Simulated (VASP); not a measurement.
# SnO (P4/nmm) in VASP: a series of runs

Runs on SnO. Level: PBEsol. Tasks: single point.

All numbers are computed with VASP 6.6.1; they aren't measurements. Logs are shortened: lines on timing, memory, paths and dates and some standing lists are left out, and cuts for length are marked.

### 1 The cell of the first run

The structure is tetragonal, space group P4/nmm (No. 129). Conventional cell: a = 3.802 Å, b = 3.802 Å, c = 4.836 Å, α = 90.00°, β = 90.00°, γ = 90.00°. Within 2.9 Å of Sn (site symmetry 4mm) lie 4 O at 2.22 Å. O (site symmetry -4m2) has 4 Sn at 2.22 Å and 4 O at 2.69 Å within 2.9 Å.

### 2 Single point, PBEsol

INCAR reads:

```
ALGO = Normal
EDIFF = 1E-7
ENCUT = 520
GGA = PS
ISIF = 2
ISMEAR = 0
LASPH = T
LCHARG = F
LREAL = F
LWAVE = F
NBANDS = 28
NELM = 80
PREC = Accurate
SIGMA = 0.15
```

KPOINTS reads:

```
k-points
0
Gamma
  12 12 10
```

POSCAR reads:

```
SnO
1.0
    3.8020000000      0.0000000000      0.0000000000
    0.0000000000      3.8020000000      0.0000000000
    0.0000000000      0.0000000000      4.8360000000
Sn O
2 2
Direct
    0.0000000000      0.5000000000      0.2385000000
    0.5000000000      0.0000000000      0.7615000000
    0.0000000000      0.0000000000      0.0000000000
    0.5000000000      0.5000000000      0.0000000000
```

Potentials or basis: VASP PAW PBE potentials, release 64 (Sn_d, O).

Command:

```console
$ cat potpaw_PBE.64/Sn_d/POTCAR potpaw_PBE.64/O/POTCAR > POTCAR
$ mpirun -np 1 vasp_std > vasp.out
```

OUTCAR:

```text
EDIFF = 1E-7
   ENCUT = 520
   GGA = PS
   ISIF = 2
   ISMEAR = 0
   LASPH = T
   LREAL = F
   NELM = 80
   PREC = Accurate

 ion  position               nearest neighbor table
   1  0.000  0.500  0.239-   3 2.22   4 2.22   3 2.22   4 2.22   2 3.54   2 3.54   2 3.54   2 3.54
                             2 3.69   2 3.69   2 3.69   2 3.69
   2  0.500  0.000  0.761-   3 2.22   4 2.22   4 2.22   3 2.22   1 3.54   1 3.54   1 3.54   1 3.54
                             1 3.69   1 3.69   1 3.69   1 3.69
   3  0.000  0.000  0.000-   1 2.22   2 2.22   1 2.22   2 2.22
   4  0.500  0.500  0.000-   1 2.22   2 2.22   2 2.22   1 2.22

  LATTYP: Found a simple tetragonal cell.
 ALAT       =     3.8020000000
 C/A-ratio  =     1.2719621252

  Lattice vectors:

 A1 = (   3.8020000000,   0.0000000000,   0.0000000000)
 A2 = (   0.0000000000,   3.8020000000,   0.0000000000)
 A3 = (   0.0000000000,   0.0000000000,   4.8360000000)

Analysis of symmetry for initial positions (statically):
=====================================================================
 Subroutine PRICEL returns:
 Original cell was already a primitive cell.

 Routine SETGRP: Setting up the symmetry group for a
 simple tetragonal supercell.

 Subroutine GETGRP returns: Found 16 space group operations
 (whereof  8 operations were pure point group operations)
 out of a pool of 16 trial point group operations.

The static configuration has the point symmetry D_2d.
 The point group associated with its full space group is D_4h.

Analysis of symmetry for dynamics (positions and initial velocities):
=====================================================================
 Subroutine PRICEL returns:
 Original cell was already a primitive cell.

 Routine SETGRP: Setting up the symmetry group for a
 simple tetragonal supercell.

 Subroutine GETGRP returns: Found 16 space group operations
 (whereof  8 operations were pure point group operations)
 out of a pool of 16 trial point group operations.

The dynamic configuration has the point symmetry D_2d.
 The point group associated with its full space group is D_4h.

 Subroutine INISYM returns: Found 16 space group operations
 (whereof  8 operations are pure point group operations),
 and found     1 'primitive' translations

----------------------------------------------------------------------------------------

                                     Primitive cell

  volume of cell :      69.9054

  direct lattice vectors                    reciprocal lattice vectors
     3.802000000  0.000000000  0.000000000     0.263019463  0.000000000  0.000000000
     0.000000000  3.802000000  0.000000000     0.000000000  0.263019463  0.000000000
     0.000000000  0.000000000  4.836000000     0.000000000  0.000000000  0.206782465

  length of vectors
     3.802000000  3.802000000  4.836000000     0.263019463  0.263019463  0.206782465

  position of ions in fractional coordinates (direct lattice)
     0.000000000  0.500000000  0.238500000
     0.500000000  0.000000000  0.761500000
     0.000000000  0.000000000  0.000000000
     0.500000000  0.500000000  0.000000000

  ion indices of the primitive-cell ions
   primitive index   ion index
                 1           1
                 2           2
                 3           3
                 4           4

----------------------------------------------------------------------------------------

 KPOINTS: k-points

Automatic generation of k-mesh.
 Grid dimensions read from file:
 generate k-points for:   12   12   10

 Generating k-lattice:

  Cartesian coordinates                     Fractional coordinates (reciprocal lattice)
     0.021918289  0.000000000  0.000000000     0.083333333  0.000000000  0.000000000
     0.000000000  0.021918289  0.000000000     0.000000000  0.083333333  0.000000000
     0.000000000  0.000000000  0.020678246     0.000000000  0.000000000  0.100000000

  Length of vectors
     0.021918289  0.021918289  0.020678246

  Shift w.r.t. Gamma in fractional coordinates (k-lattice)
     0.000000000  0.000000000  0.000000000

 Subroutine IBZKPT returns following result:
 ===========================================

 Found    168 irreducible k-points:

 Following reciprocal coordinates:
            Coordinates               Weight
  0.000000  0.000000  0.000000      1.000000
  0.083333  0.000000  0.000000      4.000000
  0.166667  0.000000  0.000000      4.000000
  0.250000  0.000000  0.000000      4.000000
  0.333333  0.000000  0.000000      4.000000
  0.416667  0.000000  0.000000      4.000000
[... 16 lines left out ...]
  0.333333  0.333333  0.000000      4.000000
  0.416667  0.333333  0.000000      8.000000
 [... further k-points ...]
   k-points           NKPTS =    168   k-points in BZ     NKDIM =    168   number of bands    NBANDS=     28
   number of dos      NEDOS =    301   number of ions     NIONS =      4
   total plane-waves  NPLWV =  28224
   dimension x,y,z NGX =    28 NGY =   28 NGZ =   36
   dimension x,y,z NGXF=    56 NGYF=   56 NGZF=   72
   ions per type =               2   2
   NGX,Y,Z   is equivalent  to a cutoff of  12.24, 12.24, 12.38 a.u.
   NGXF,Y,Z  is equivalent  to a cutoff of  24.49, 24.49, 24.75 a.u.
 SYSTEM =  unknown system
   PREC   = accura    normal or accurate (medium, high low for compatibility)
   ISTART =      0    job   : 0-new  1-cont  2-samecut
   ICHARG =      2    charge: 1-file 2-atom 10-const
   ISPIN  =      1    spin polarized calculation?
   LNONCOLLINEAR =      F non collinear calculations
   LSORBIT =      F    spin-orbit coupling
   LASPH  =      T    aspherical Exc in radial PAW
   ENCUT  =  520.0 eV  38.22 Ry    6.18 a.u.   7.07  7.07  8.99*2*pi/ulx,y,z
   NELM   =     80;   NELMIN=  2; NELMDL= -5     # of ELM steps
   EDIFF  = 0.1E-06   stopping-criterion for ELM
   LREAL  =      F    real-space projection
   EDIFFG = 0.1E-05   stopping-criterion for IOM
   NSW    =      0    number of steps for IOM
   IBRION =     -1    ionic relax: 0-MD 1-quasi-New 2-CG
   NFREE  =      0    steps in history (QN), initial steepest desc. (CG)
   ISIF   =      2    stress and relaxation
   ISYM   =      2    0-nonsym 1-usesym 2-fastsym
   POTIM  = 0.5000    time-step for ionic-motion
   TEBEG  =    0.0;   TEEND  =   0.0 temperature during run
   PSTRESS=    0.0 pullay stress
   NELECT =      40.0000    total number of electrons
   NUPDOWN=      -1.0000    fix difference up-down
   EMIN   =  10.00;   EMAX   =-10.00  energy-range for DOS
   EFERMI =   0.00;   METHOD = LEGACY
   ISMEAR =     0;   SIGMA  =   0.15  broadening in eV -4-tet -1-fermi 0-gaus
   EFERMI_NEDOS =   21; number of points for ismear=-14 and -15
   IALGO  =     38    algorithm
   IMIX   =      4    mixing-type and parameters
     AMIX     =   0.40;   BMIX     =  1.00
     AMIX_MAG =   1.60;   BMIX_MAG =  1.00
  volume/ion in A,a.u.               =      17.48       117.94
  Fermi-wavevector in a.u.,A,eV,Ry     =   1.359121  2.568365 25.132801  1.847209
  Thomas-Fermi vector in A             =   2.485896
   LORBIT       =      0    0 simple, 1 ext, 2 COOP (PROOUT), +10 PAW based schemes
   GGA     = PS    functional components
   LHFCALC =     F    Hartree Fock is set to
   AEXX    =    0.0000 exact exchange contribution
   IVDW    =     0    specifies the selected vdW correction
   LEPSILON=     F    determine dielectric tensor
   LRPA    =     F    only Hartree local field effects (RPA)
 non-spin polarized calculation
 Gauss-broadening in eV      SIGMA  =   0.15
  energy-cutoff  :      520.00
  volume of cell :       69.91
 maximum number of plane-waves:      1904
   NGX = 15   NGY = 15   NGZ = 17

 number of electron      39.9999990 magnetization

 Free energy of the ion-electron system (eV)
  ---------------------------------------------------
  ext. energy  EPLUGINS =         0.00000000
  ---------------------------------------------------
  free energy    TOTEN  =       -24.21199770 eV

  energy without entropy =      -24.21078098  energy(sigma->0) =      -24.21138934

 E-fermi :   7.1532     XC(G=0): -10.4978

 val. band max:        7.0561815632   @ k =   0.0833   0.0833   0.0000
 cond. band min:       7.2078516091   @ k =   0.5000   0.5000   0.1000
 fundamental gap:      0.1516700459
 Fermi energy:         7.1532202345

 k-point     1 :       0.0000    0.0000    0.0000
  band No.  band energies     occupation
      1     -14.8785      2.00000
      2     -14.4308      2.00000
      3     -14.4308      2.00000
      4     -14.4269      2.00000
      5     -14.3804      2.00000
      6     -14.3754      2.00000
[... 20 lines left out ...]
     27      13.7305      0.00000
     28      14.1086      0.00000

 k-point     2 :       0.0833    0.0000    0.0000
  band No.  band energies     occupation
      1     -14.8747      2.00000
      2     -14.4294      2.00000
      3     -14.4289      2.00000
      4     -14.4256      2.00000
      5     -14.3810      2.00000
      6     -14.3728      2.00000
[... 20 lines left out ...]
     27      13.8634      0.00000
     28      14.7172      0.00000

 k-point     3 :       0.1667    0.0000    0.0000
  band No.  band energies     occupation
      1     -14.8640      2.00000
      2     -14.4490      2.00000
      3     -14.4251      2.00000
      4     -14.4238      2.00000
      5     -14.3962      2.00000
      6     -14.3828      2.00000
[... 20 lines left out ...]
     27      14.0081      0.00000
     28      16.0111      0.00000

 k-point     4 :       0.2500    0.0000    0.0000
  band No.  band energies     occupation
      1     -14.8468      2.00000
      2     -14.5316      2.00000
      3     -14.4180      2.00000
      4     -14.4161      2.00000
      5     -14.3936      2.00000
      6     -14.3853      2.00000
[... 578 lines left out ...]
     27      14.7901      0.00000
     28      14.7901      0.00000

 k-point    23 :       0.3333    0.3333    0.0000
  band No.  band energies     occupation
      1     -14.8271      2.00000
      2     -14.7430      2.00000
      3     -14.4000      2.00000
      4     -14.3945      2.00000
      5     -14.3912      2.00000
      6     -14.3776      2.00000
[... 20 lines left out ...]
     27      14.0407      0.00000
     28      15.2175      0.00000

 k-point    24 :       0.4167    0.3333    0.0000
  band No.  band energies     occupation
      1     -14.8217      2.00000
      2     -14.7803      2.00000
      3     -14.3974      2.00000
      4     -14.3955      2.00000
      5     -14.3862      2.00000
      6     -14.3732      2.00000
[... 20 lines left out ...]
     27      14.4087      0.00000
     28      14.8212      0.00000

 [... further k-points ...]
[... 5 lines left out ...]
  --------------------------------------------------------------------------------------
  -------------------------------------------------------------------------------------
  Total        0.1438151      0.1438151     -0.0410521      0.0000000      0.0000000      0.0000000
  in kB        3.2961319      3.2961319     -0.9408833      0.0000000      0.0000000      0.0000000
  external PRESSURE =       1.8837935 kB  Pullay stress =       0.0000000 kB

 VOLUME and BASIS-vectors are now :
 -----------------------------------------------------------------------------
  energy-cutoff  :      520.00
  volume of cell :       69.91
      direct lattice vectors                 reciprocal lattice vectors
     3.802000000  0.000000000  0.000000000     0.263019463  0.000000000  0.000000000
     0.000000000  3.802000000  0.000000000     0.000000000  0.263019463  0.000000000
     0.000000000  0.000000000  4.836000000     0.000000000  0.000000000  0.206782465

 POSITION                                       TOTAL-FORCE (eV/Angst)
 -----------------------------------------------------------------------------------
      0.00000      1.90100      1.15339        -0.000000      0.000000      0.146134
      1.90100      0.00000      3.68261        -0.000000      0.000000     -0.146134
      0.00000      0.00000      0.00000        -0.000000     -0.000000      0.000000
      1.90100      1.90100      0.00000         0.000000      0.000000      0.000000
 -----------------------------------------------------------------------------------
    total drift:                                0.000000      0.000000      0.000000

  FREE ENERGIE OF THE ION-ELECTRON SYSTEM (eV)
  ---------------------------------------------------
  free  energy   TOTEN  =       -24.2119977036 eV

  energy  without entropy=      -24.2107809814  energy(sigma->0) =      -24.21138934
```

Run time: 7.1 min. Hardware: 1 thread of Intel Xeon 8259CL, shared host; peak memory 0.37 GiB.

What came out:

```yaml
Free_energy: -24.2120 eV
Pressure: 0.2 GPa
Largest_force: 0.146 eV/Å
Band_gap_on_the_k_mesh: zero (filled and empty bands touch)
```

Forces on the atoms (eV/Å):
```
Sn   0.000  0.000  0.146
Sn   0.000  0.000 -0.146
O    0.000  0.000  0.000
O    0.000  0.000  0.000
```

Caveat: the PAW data sets were made with another functional, which shifts forces and pressure a little; spin-orbit coupling is left out, which moves the levels of the heavy elements.

### 3 Single point, PBEsol

INCAR reads:

```
SYSTEM = SnO
  PREC = Accurate
  ENCUT = 520
  EDIFF = 1E-7
  ISMEAR = 0
  SIGMA = 0.15
  LREAL = .False.
  LASPH = .True.
  NELM = 60
  ALGO = Normal
  ISIF = 2
  LWAVE = .False.
  LCHARG = .False.
  GGA = PS
  NBANDS = 28
```

KPOINTS reads:

```
Automatic mesh
0
Gamma
  14 14 12
  0 0 0
```

POSCAR is that of step 2.

Potentials or basis: VASP PAW PBE potentials, release 64 (Sn_d, O).

Command:

```console
$ cat potpaw_PBE.64/Sn_d/POTCAR potpaw_PBE.64/O/POTCAR > POTCAR
$ mpirun -np 1 vasp_std > vasp.out
```

OUTCAR:

```text
SYSTEM = SnO
   PREC = Accurate
   ENCUT = 520
   EDIFF = 1E-7
   ISMEAR = 0
   LREAL = .False.
   LASPH = .True.
   NELM = 60
   ISIF = 2
   GGA = PS

 ion  position               nearest neighbor table
   1  0.000  0.500  0.239-   3 2.22   4 2.22   3 2.22   4 2.22   2 3.54   2 3.54   2 3.54   2 3.54
                             2 3.69   2 3.69   2 3.69   2 3.69
   2  0.500  0.000  0.761-   3 2.22   4 2.22   4 2.22   3 2.22   1 3.54   1 3.54   1 3.54   1 3.54
                             1 3.69   1 3.69   1 3.69   1 3.69
   3  0.000  0.000  0.000-   1 2.22   2 2.22   1 2.22   2 2.22
   4  0.500  0.500  0.000-   1 2.22   2 2.22   2 2.22   1 2.22

  LATTYP: Found a simple tetragonal cell.
 ALAT       =     3.8020000000
 C/A-ratio  =     1.2719621252

  Lattice vectors:

 A1 = (   3.8020000000,   0.0000000000,   0.0000000000)
 A2 = (   0.0000000000,   3.8020000000,   0.0000000000)
 A3 = (   0.0000000000,   0.0000000000,   4.8360000000)

Analysis of symmetry for initial positions (statically):
=====================================================================
 Subroutine PRICEL returns:
 Original cell was already a primitive cell.

 Routine SETGRP: Setting up the symmetry group for a
 simple tetragonal supercell.

 Subroutine GETGRP returns: Found 16 space group operations
[... 168 lines left out ...]

  energy without entropy =      -24.21063740  energy(sigma->0) =      -24.21129296

 E-fermi :   7.1556     XC(G=0): -10.4978

 val. band max:        7.0584154283   @ k =   0.0714   0.0714   0.0000
 cond. band min:       7.1618724670   @ k =   0.5000   0.5000   0.0833
 fundamental gap:      0.1034570387
 Fermi energy:         7.1556478822

 k-point     1 :       0.0000    0.0000    0.0000
  band No.  band energies     occupation
      1     -14.8785      2.00000
      2     -14.4307      2.00000
      3     -14.4307      2.00000
      4     -14.4269      2.00000
      5     -14.3803      2.00000
      6     -14.3754      2.00000
[... 733 lines left out ...]
     27      14.6015      0.00000
     28      15.5702      0.00000

 [... further k-points ...]
[... 5 lines left out ...]
  --------------------------------------------------------------------------------------
  -------------------------------------------------------------------------------------
  Total        0.1439043      0.1439043     -0.0410654      0.0000000      0.0000000      0.0000000
  in kB        3.2981769      3.2981769     -0.9411864      0.0000000      0.0000000      0.0000000
  external PRESSURE =       1.8850558 kB  Pullay stress =       0.0000000 kB

 VOLUME and BASIS-vectors are now :
 -----------------------------------------------------------------------------
  energy-cutoff  :      520.00
  volume of cell :       69.91
      direct lattice vectors                 reciprocal lattice vectors
     3.802000000  0.000000000  0.000000000     0.263019463  0.000000000  0.000000000
     0.000000000  3.802000000  0.000000000     0.000000000  0.263019463  0.000000000
     0.000000000  0.000000000  4.836000000     0.000000000  0.000000000  0.206782465

 POSITION                                       TOTAL-FORCE (eV/Angst)
 -----------------------------------------------------------------------------------
      0.00000      1.90100      1.15339         0.000000     -0.000000      0.146037
      1.90100      0.00000      3.68261        -0.000000     -0.000000     -0.146037
      0.00000      0.00000      0.00000         0.000000      0.000000      0.000000
      1.90100      1.90100      0.00000         0.000000     -0.000000      0.000000
 -----------------------------------------------------------------------------------
    total drift:                                0.000000      0.000000      0.000000

  FREE ENERGIE OF THE ION-ELECTRON SYSTEM (eV)
  ---------------------------------------------------
  free  energy   TOTEN  =       -24.2119485275 eV

  energy  without entropy=      -24.2106374020  energy(sigma->0) =      -24.21129296
```

Run time: 11 min. Hardware: 1 thread of AMD EPYC 7R13, shared host; peak memory 0.45 GiB.

Results:

* Free energy: -24.2119 eV
* Pressure: 0.2 GPa
* Largest force: 0.146 eV/Å
* Band gap on the k mesh: zero (filled and empty bands overlap)

Forces on the atoms (eV/Å):
```
Sn   0.000  0.000  0.146
Sn   0.000  0.000 -0.146
O    0.000  0.000  0.000
O    0.000  0.000  0.000
```

Levels at points of the mesh, in eV from the Fermi level:
```csv
k point,band 17,band 18,band 19,band 20,band 21,band 22,band 23,band 24
"(0.00, 0.00, 0.00)",-3.61,-3.30,-3.30,-0.11,1.94,4.18,4.55,4.55
"(0.50, 0.00, 0.00)",-5.00,-5.00,-2.85,-2.85,3.04,3.04,5.78,5.78
"(0.50, 0.50, 0.00)",-2.63,-2.63,-2.00,-2.00,-0.10,-0.10,4.25,4.25
"(0.00, 0.00, 0.50)",-3.32,-3.32,-3.24,-2.35,1.48,2.79,2.79,3.53
"(0.50, 0.00, 0.50)",-4.97,-4.97,-1.86,-1.86,2.43,2.43,5.28,5.28
"(0.50, 0.50, 0.50)",-2.82,-2.82,-2.63,-2.63,2.20,2.20,3.87,3.87
```

Caveat: the PAW data sets were made with another functional, which shifts forces and pressure a little; spin-orbit coupling is left out, which moves the levels of the heavy elements.
